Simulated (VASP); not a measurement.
# KMgH3 (Cmmm) in VASP: single point with LDA

Aim: the single point of KMgH3 with LDA.

Program: VASP 6.6.1. These are calculated values, not measurements. Logs are shortened: lines on timing, memory, paths and dates and some standing lists are left out, and cuts for length are marked.

### Step 1. The cell of the first run

It takes space group Cmmm (No. 65, orthorhombic). Conventional cell: a = 5.621 Å, b = 5.763 Å, c = 4.025 Å, α = 90.00°, β = 90.00°, γ = 90.00°. K (site symmetry mmm) has 12 H at 2.81 to 2.88 Å and 8 Mg at 3.46 to 3.51 Å within 3.7 Å. Mg (site symmetry mmm) has 6 H at 2.01 Å within 2.7 Å. Within 2.7 Å of H (site symmetry 2/m) lie 2 Mg at 2.01 Å. Within 2.7 Å of H (site symmetry mmm) lie 2 Mg at 2.01 Å.

### Step 2. Single point, LDA (strain +0.0250 x Voigt [0, 0, 0, 0, 0, 1])

The input, INCAR:

```
PREC = Accurate ; ENCUT = 520
EDIFF = 1E-6 ; ISMEAR = 0
SIGMA = 0.05 ; LREAL = F
LASPH = T ; NELM = 80
ALGO = Normal ; ISIF = 2
LWAVE = F ; LCHARG = T
LELF = T ; LVHAR = T
NBANDS = 15
```

The input, KPOINTS:

```
Automatic mesh
0
Gamma
  8 8 8
```

The input, POSCAR:

```
KMgH3
1.0
    4.0250000000      0.0503125000      0.0000000000
    0.0503125000      4.0250000000      0.0000000000
    0.0000000000      0.0000000000      4.0250000000
K Mg H
1 1 3
Direct
    0.0000000000      0.0000000000      0.0000000000
    0.5000000000      0.5000000000      0.5000000000
    0.0000000000      0.5000000000      0.5000000000
    0.5000000000      0.0000000000      0.5000000000
    0.5000000000      0.5000000000      0.0000000000
```

Potentials or basis: VASP PAW LDA potentials, release 64 (K_sv, Mg, H).

Started as:

```bash
> cat potpaw_LDA.64/K_sv/POTCAR potpaw_LDA.64/Mg/POTCAR potpaw_LDA.64/H/POTCAR > POTCAR
> mpirun -np 1 vasp_std > vasp.out
```

OUTCAR:

```text
PREC = Accurate
   ENCUT = 520
   EDIFF = 1E-6
   ISMEAR = 0
   LREAL = F
   LASPH = T
   NELM = 80
   ISIF = 2

 ion  position               nearest neighbor table
   1  0.000  0.000  0.000-   2 3.46   2 3.46   2 3.46   2 3.46   2 3.51   2 3.51   2 3.51   2 3.51

   2  0.500  0.500  0.500-   5 2.01   5 2.01   3 2.01   4 2.01   4 2.01   3 2.01   1 3.46   1 3.46
                             1 3.46   1 3.46   1 3.51   1 3.51   1 3.51   1 3.51
   3  0.000  0.500  0.500-   2 2.01   2 2.01
   4  0.500  0.000  0.500-   2 2.01   2 2.01
   5  0.500  0.500  0.000-   2 2.01   2 2.01

  LATTYP: Found a base centered orthorhombic cell.
 ALAT       =     5.6210569687
 B/A-ratio  =     1.0253164557
 C/A-ratio  =     0.7160574999

  Lattice vectors:

 A1 = (  -0.0503125000,  -4.0250000000,   0.0000000000)
 A2 = (   4.0250000000,   0.0503125000,   0.0000000000)
 A3 = (   0.0000000000,   0.0000000000,   4.0250000000)

Analysis of symmetry for initial positions (statically):
=====================================================================
 Subroutine PRICEL returns:
 Original cell was already a primitive cell.

 Routine SETGRP: Setting up the symmetry group for a
 base centered orthorhombic supercell.

 Subroutine GETGRP returns: Found  8 space group operations
 (whereof  8 operations were pure point group operations)
 out of a pool of  8 trial point group operations.

The static configuration has the point symmetry D_2h.

Analysis of symmetry for dynamics (positions and initial velocities):
=====================================================================
 Subroutine PRICEL returns:
 Original cell was already a primitive cell.

 Routine SETGRP: Setting up the symmetry group for a
 base centered orthorhombic supercell.

 Subroutine GETGRP returns: Found  8 space group operations
 (whereof  8 operations were pure point group operations)
 out of a pool of  8 trial point group operations.

The dynamic configuration has the point symmetry D_2h.

 Subroutine INISYM returns: Found  8 space group operations
 (whereof  8 operations are pure point group operations),
 and found     1 'primitive' translations

----------------------------------------------------------------------------------------

                                     Primitive cell

  volume of cell :      65.1973

  direct lattice vectors                    reciprocal lattice vectors
     4.025000000  0.050312500  0.000000000     0.248486031 -0.003106075  0.000000000
     0.050312500  4.025000000  0.000000000    -0.003106075  0.248486031  0.000000000
     0.000000000  0.000000000  4.025000000     0.000000000  0.000000000  0.248447205

  length of vectors
     4.025314441  4.025314441  4.025000000     0.248505443  0.248505443  0.248447205

  position of ions in fractional coordinates (direct lattice)
     0.000000000  0.000000000  0.000000000
     0.500000000  0.500000000  0.500000000
     0.000000000  0.500000000  0.500000000
     0.500000000  0.000000000  0.500000000
     0.500000000  0.500000000  0.000000000

  ion indices of the primitive-cell ions
   primitive index   ion index
                 1           1
                 2           2
                 3           3
                 4           4
                 5           5

----------------------------------------------------------------------------------------

 KPOINTS: Automatic mesh

Automatic generation of k-mesh.
 Grid dimensions read from file:
 generate k-points for:    8    8    8

 Generating k-lattice:

  Cartesian coordinates                     Fractional coordinates (reciprocal lattice)
     0.031060754 -0.000388259  0.000000000     0.125000000  0.000000000  0.000000000
    -0.000388259  0.031060754  0.000000000     0.000000000  0.125000000  0.000000000
     0.000000000  0.000000000  0.031055901     0.000000000  0.000000000  0.125000000

  Length of vectors
     0.031063180  0.031063180  0.031055901

  Shift w.r.t. Gamma in fractional coordinates (k-lattice)
     0.000000000  0.000000000  0.000000000

 Subroutine IBZKPT returns following result:
 ===========================================

 Found    105 irreducible k-points:

 Following reciprocal coordinates:
            Coordinates               Weight
  0.000000  0.000000  0.000000      1.000000
  0.125000  0.000000  0.000000      4.000000
  0.250000  0.000000  0.000000      4.000000
  0.375000  0.000000  0.000000      4.000000
  0.500000  0.000000  0.000000      2.000000
  0.125000  0.125000  0.000000      2.000000
[... 16 lines left out ...]
  0.125000  0.000000  0.125000      8.000000
  0.250000  0.000000  0.125000      8.000000
 [... further k-points ...]
   k-points           NKPTS =    105   k-points in BZ     NKDIM =    105   number of bands    NBANDS=     15
   number of dos      NEDOS =    301   number of ions     NIONS =      5
   total plane-waves  NPLWV =  27000
   dimension x,y,z NGX =    30 NGY =   30 NGZ =   30
   dimension x,y,z NGXF=    60 NGYF=   60 NGZF=   60
   ions per type =               1   1   3
   NGX,Y,Z   is equivalent  to a cutoff of  12.39, 12.39, 12.39 a.u.
   NGXF,Y,Z  is equivalent  to a cutoff of  24.78, 24.78, 24.78 a.u.
 SYSTEM =  unknown system
   PREC   = accura    normal or accurate (medium, high low for compatibility)
   ISTART =      0    job   : 0-new  1-cont  2-samecut
   ICHARG =      2    charge: 1-file 2-atom 10-const
   ISPIN  =      1    spin polarized calculation?
   LNONCOLLINEAR =      F non collinear calculations
   LSORBIT =      F    spin-orbit coupling
   LASPH  =      T    aspherical Exc in radial PAW
   ENCUT  =  520.0 eV  38.22 Ry    6.18 a.u.   7.48  7.48  7.48*2*pi/ulx,y,z
   NELM   =     80;   NELMIN=  2; NELMDL= -5     # of ELM steps
   EDIFF  = 0.1E-05   stopping-criterion for ELM
   LREAL  =      F    real-space projection
   EDIFFG = 0.1E-04   stopping-criterion for IOM
   NSW    =      0    number of steps for IOM
   IBRION =     -1    ionic relax: 0-MD 1-quasi-New 2-CG
   NFREE  =      0    steps in history (QN), initial steepest desc. (CG)
   ISIF   =      2    stress and relaxation
   ISYM   =      2    0-nonsym 1-usesym 2-fastsym
   POTIM  = 0.5000    time-step for ionic-motion
   TEBEG  =    0.0;   TEEND  =   0.0 temperature during run
   PSTRESS=    0.0 pullay stress
   NELECT =      14.0000    total number of electrons
   NUPDOWN=      -1.0000    fix difference up-down
   EMIN   =  10.00;   EMAX   =-10.00  energy-range for DOS
   EFERMI =   0.00;   METHOD = LEGACY
   ISMEAR =     0;   SIGMA  =   0.05  broadening in eV -4-tet -1-fermi 0-gaus
   EFERMI_NEDOS =   21; number of points for ismear=-14 and -15
   IALGO  =     38    algorithm
   IMIX   =      4    mixing-type and parameters
     AMIX     =   0.40;   BMIX     =  1.00
     AMIX_MAG =   1.60;   BMIX_MAG =  1.00
  volume/ion in A,a.u.               =      13.04        87.99
  Fermi-wavevector in a.u.,A,eV,Ry     =   0.980334  1.852563 13.075955  0.961056
  Thomas-Fermi vector in A             =   2.111257
   LORBIT       =      0    0 simple, 1 ext, 2 COOP (PROOUT), +10 PAW based schemes
   GGA     = CA    functional components
   LHFCALC =     F    Hartree Fock is set to
   AEXX    =    0.0000 exact exchange contribution
   IVDW    =     0    specifies the selected vdW correction
   LEPSILON=     F    determine dielectric tensor
   LRPA    =     F    only Hartree local field effects (RPA)
 non-spin polarized calculation
 Gauss-broadening in eV      SIGMA  =   0.05
  energy-cutoff  :      520.00
  volume of cell :       65.20
 maximum number of plane-waves:      1783
 NGX is ok and might be reduce to    30
   NGX = 15   NGY = 15   NGZ = 15

 number of electron      13.9999997 magnetization

 Free energy of the ion-electron system (eV)
  ---------------------------------------------------
  ext. energy  EPLUGINS =         0.00000000
  ---------------------------------------------------
  free energy    TOTEN  =       -15.08331096 eV

  energy without entropy =      -15.08331096  energy(sigma->0) =      -15.08331096

 E-fermi :  -0.0429     XC(G=0):  -8.8117

 val. band max:       -0.2861673703   @ k =   0.0000   0.0000   0.5000
 cond. band min:       1.7616920276   @ k =   0.5000   0.5000   0.5000
 fundamental gap:      2.0478593979
 Fermi energy:        -0.0428650096

 k-point     1 :       0.0000    0.0000    0.0000
  band No.  band energies     occupation
      1     -29.0083      2.00000
      2     -12.7127      2.00000
      3     -12.7068      2.00000
      4     -12.7003      2.00000
      5      -5.9202      2.00000
      6      -0.7868      2.00000
      7      -0.7805      2.00000
      8       5.1969      0.00000
      9       5.1996      0.00000
     10       5.2077      0.00000
     11       7.5222      0.00000
     12       7.5589      0.00000
     13       8.3956      0.00000
     14       8.4801      0.00000
     15       8.5228      0.00000

 k-point     2 :       0.1250    0.0000    0.0000
  band No.  band energies     occupation
      1     -29.0064      2.00000
      2     -12.7476      2.00000
      3     -12.7036      2.00000
      4     -12.7024      2.00000
      5      -5.7679      2.00000
      6      -1.0400      2.00000
      7      -0.7223      2.00000
      8       5.1383      0.00000
      9       5.1392      0.00000
     10       5.2770      0.00000
     11       7.1059      0.00000
     12       7.7097      0.00000
     13       8.4232      0.00000
     14       8.4603      0.00000
     15       8.5472      0.00000

 k-point     3 :       0.2500    0.0000    0.0000
  band No.  band energies     occupation
      1     -29.0017      2.00000
      2     -12.8412      2.00000
      3     -12.6959      2.00000
      4     -12.6954      2.00000
      5      -5.3367      2.00000
      6      -1.7221      2.00000
      7      -0.5588      2.00000
      8       4.9788      0.00000
      9       4.9839      0.00000
     10       5.6653      0.00000
     11       6.2538      0.00000
     12       8.0905      0.00000
     13       8.5081      0.00000
     14       8.5163      0.00000
     15       8.6928      0.00000

 k-point     4 :       0.3750    0.0000    0.0000
  band No.  band energies     occupation
      1     -28.9970      2.00000
      2     -12.9318      2.00000
      3     -12.6882      2.00000
      4     -12.6879      2.00000
      5      -4.7062      2.00000
      6      -2.5922      2.00000
      7      -0.3746      2.00000
      8       4.8108      0.00000
      9       4.8249      0.00000
     10       5.5377      0.00000
     11       6.4176      0.00000
     12       8.4025      0.00000
     13       8.7148      0.00000
     14       8.7340      0.00000
     15       8.8811      0.00000
[... 307 lines left out ...]
 k-point    22 :       0.0000    0.0000    0.1250
  band No.  band energies     occupation
      1     -29.0064      2.00000
      2     -12.7470      2.00000
      3     -12.7095      2.00000
      4     -12.6971      2.00000
      5      -5.7681      2.00000
      6      -1.0441      2.00000
      7      -0.7177      2.00000
      8       5.1321      0.00000
      9       5.1499      0.00000
     10       5.2724      0.00000
     11       7.1196      0.00000
     12       7.6768      0.00000
     13       8.4136      0.00000
     14       8.4790      0.00000
     15       8.5611      0.00000

 k-point    23 :       0.1250    0.0000    0.1250
  band No.  band energies     occupation
      1     -29.0044      2.00000
      2     -12.7498      2.00000
      3     -12.7363      2.00000
      4     -12.6992      2.00000
      5      -5.6213      2.00000
      6      -1.0995      2.00000
      7      -0.8480      2.00000
      8       4.6428      0.00000
      9       5.1193      0.00000
     10       5.9916      0.00000
     11       6.8198      0.00000
     12       7.5555      0.00000
     13       8.0046      0.00000
     14       8.4961      0.00000
     15       9.0583      0.00000

 k-point    24 :       0.2500    0.0000    0.1250
  band No.  band energies     occupation
      1     -28.9998      2.00000
      2     -12.8354      2.00000
      3     -12.7316      2.00000
      4     -12.6923      2.00000
      5      -5.2056      2.00000
      6      -1.6775      2.00000
      7      -0.7808      2.00000
      8       4.5428      0.00000
      9       5.0397      0.00000
     10       5.9718      0.00000
     11       6.6127      0.00000
     12       7.6504      0.00000
     13       7.7634      0.00000
     14       8.8734      0.00000
     15       9.5629      0.00000

 [... further k-points ...]
[... 5 lines left out ...]
  --------------------------------------------------------------------------------------
  -------------------------------------------------------------------------------------
  Total       -1.2963333     -1.2963333     -1.3015258     -0.3687366      0.0000000      0.0000000
  in kB      -31.8564570    -31.8564570    -31.9840575     -9.0614358      0.0000000      0.0000000
  external PRESSURE =     -31.8989905 kB  Pullay stress =       0.0000000 kB

 VOLUME and BASIS-vectors are now :
 -----------------------------------------------------------------------------
  energy-cutoff  :      520.00
  volume of cell :       65.20
      direct lattice vectors                 reciprocal lattice vectors
     4.025000000  0.050312500  0.000000000     0.248486031 -0.003106075  0.000000000
     0.050312500  4.025000000  0.000000000    -0.003106075  0.248486031  0.000000000
     0.000000000  0.000000000  4.025000000     0.000000000  0.000000000  0.248447205

 POSITION                                       TOTAL-FORCE (eV/Angst)
 -----------------------------------------------------------------------------------
      0.00000      0.00000      0.00000        -0.000000      0.000000      0.000000
      2.03766      2.03766      2.01250         0.000000      0.000000      0.000000
      0.02516      2.01250      2.01250        -0.000000      0.000000      0.000000
      2.01250      0.02516      2.01250        -0.000000      0.000000      0.000000
      2.03766      2.03766      0.00000         0.000000      0.000000      0.000000
 -----------------------------------------------------------------------------------
    total drift:                               -0.000000      0.000000     -0.000000

  FREE ENERGIE OF THE ION-ELECTRON SYSTEM (eV)
  ---------------------------------------------------
  free  energy   TOTEN  =       -15.0833109573 eV

  energy  without entropy=      -15.0833109573  energy(sigma->0) =      -15.08331096
```

Wall time 1.8 min (1 thread of AMD EPYC 7R43 (Zen 3), shared host); peak memory 0.19 GiB.

What came out:

```yaml
Free_energy: -15.0833 eV
Pressure: -3.2 GPa
Band_gap_on_the_k_mesh: 2.05 eV (least direct gap 4.14 eV)
```

Caveat: the cell differs from its parent crystal (strain +0.0250 x Voigt [0, 0, 0, 0, 0, 1]); the cell stands under tension.
